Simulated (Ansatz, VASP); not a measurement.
One calculation of LiOs, two programs

```xyz
2
Lattice="1.4879 0.8591 4.5685 -1.4879 0.8591 4.5685 0.0000 -1.7181 4.5685" Properties=species:S:1:pos:R:3 pbc="T T T"
Li    0.0000    0.0000    0.0000
Os    0.0000    0.0000    6.8527
```

Alike in both runs: task relaxation of cell and atoms; functional PBE; k mesh 6 × 6 × 6; occupations gaussian, width 0.1 eV; no spin polarisation.

|  | VASP | Ansatz |
| --- | --- | --- |
| version | VASP 6.6.1 | Ansatz 0.2.0 |
| potentials or method | VASP PAW PBE potentials, release 64 (Li_sv, Os), cutoff 750 eV | scalar-relativistic, plane waves, PAW |
| valence electrons in the cell | 11 | 19 |

Ansatz gave:

```
gap on the k mesh at the Fermi level, each at its own relaxed structure (eV) : none
relaxed volume (Å³/atom)                                                     : 13.80
relaxed cell length with the largest relative difference (Å)                 : 4.848
```

Q: Estimate VASP's values.

A: gap on the k mesh at the Fermi level, each at its own relaxed structure (eV): none; relaxed volume (Å³/atom): 13.78; relaxed cell length with the largest relative difference (Å): 4.843.

A gap of «none» marks a metal or a gap that the smearing closes. VASP's potentials hold 11 valence electrons a cell and Ansatz's 19, so a difference there can come from the potentials and not from the codes.

The k mesh is coarse, so the values compare programs but aren't converged. Spin-orbit coupling is off throughout. Noted on VASP's run: the volume moved by over 15 % at a fixed basis, so the end points are rough.
